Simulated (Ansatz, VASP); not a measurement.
**One calculation of InP, two programs**

INCAR

```
SYSTEM = InP
PREC = Accurate
ENCUT = 520
EDIFF = 1E-6
ISMEAR = -1
SIGMA = 0.04
LREAL = .FALSE.
LASPH = .TRUE.
NELM = 80
ALGO = Normal
ISIF = 2
LWAVE = .FALSE.
LCHARG = .TRUE.
GGA = PE
LELF = .TRUE.
LVHAR = .TRUE.
NBANDS = 16
```

Contents of KPOINTS:

```
Automatic mesh
0
G
  3 3 3
  0 0 0
```

POSCAR

```
InP
1.0
    0.0000000000      2.9305000000      2.9305000000
    2.9305000000      0.0000000000      2.9305000000
    2.9305000000      2.9305000000      0.0000000000
In P
1 1
Direct
    0.0000000000      0.0000000000      0.0000000000
    0.7500000000      0.7500000000      0.7500000000
```

Contents of input.yaml:

```yaml
crystal:
  lattice:
    - [0.0, 2.9305, 2.9305]
    - [2.9305, 0.0, 2.9305]
    - [2.9305, 2.9305, 0.0]
  atoms:
    - { symbol: In, position: [0.0, 0.0, 0.0] }
    - { symbol: P, position: [0.75, 0.75, 0.75] }
kpoints:
  mp_grid: { grid: [3, 3, 3] }
scf:
  occupations: { method: fermi_dirac, width: 0.04 }
hamiltonian:
  xc: pbe
  pseudopotentials: { kind: all_electron, lapw: { basis_error: 0.004 } }
output:
  forces: true
  stress: true
  eigenvalues: true
```

Alike in both runs: task single point; functional PBE; k mesh 3 × 3 × 3; occupations fermi-dirac, width 0.04 eV; no spin polarisation.

|  | VASP | Ansatz |
| --- | --- | --- |
| version | VASP 6.6.1 | Ansatz 0.2.0 |
| potentials or method | VASP PAW PBE potentials, release 64 (In_d, P), cutoff 520 eV | all-electron LAPW, scalar-relativistic |

Ansatz gave:

| Property | Result |
| --- | --- |
| gap on the k mesh at the Fermi level (eV) | 0.68 |
| least direct gap on the mesh (eV) | 0.68 |
| pressure (GPa) | 4.2 |

Problem. Which values does VASP return?

Solution. gap on the k mesh at the Fermi level (eV): 0.68; least direct gap on the mesh (eV): 0.68; pressure (GPa): 4.1.

Ansatz ran all-electron here, and VASP with PAW potentials.

The k mesh is coarse, so the values compare programs but aren't converged.
